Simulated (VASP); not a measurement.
CoH, 2 atoms in the cell. It takes space group Fm-3m (No. 225, cubic). The conventional cell has a = 3.686 Å, b = 3.686 Å, c = 3.686 Å, α = 90.00°, β = 90.00°, γ = 90.00°. Within 2.4 Å of Co (site symmetry m-3m) lie 6 H at 1.84 Å. H (site symmetry m-3m) has 6 Co at 1.84 Å within 2.4 Å. 

* Program: VASP 6.6.1
* Task: relaxation of cell and atoms
* Functional: PBEsol
* Potentials or basis: VASP PAW PBE potentials, release 64 (Co, H)
* Cutoff: 600 eV
* k mesh: 15 × 15 × 15
* Occupations: fermi-dirac, width 0.1 eV
* Spin: collinear spin, ferromagnetic start
* Starting moments: [3.2, 0.0] μB
* Target pressure: 20 GPa
* Dipole correction: no
* Further INCAR settings: ALGO = Normal; EDIFF = 1e-06; IBRION = 2; EDIFFG = -0.01; NSW = 50; ISIF = 3

Potentials or basis: VASP PAW PBE potentials, release 64 (Co, H).

The run is started by

```console
$ cat potpaw_PBE.64/Co/POTCAR potpaw_PBE.64/H/POTCAR > POTCAR
$ mpirun -np 1 vasp_std > vasp.out
```

Hardware: 1 thread of AMD EPYC 9R45 96-Core Processor (Zen 5), on a shared host.

Task: How long does it take, and how much memory?

Result: Wall time 65 s on 1 thread of AMD EPYC 9R45 96-Core Processor (Zen 5), on a shared host, peak memory 0.16 GiB. Counts: scf iterations 29, k points 120, ion steps 3.
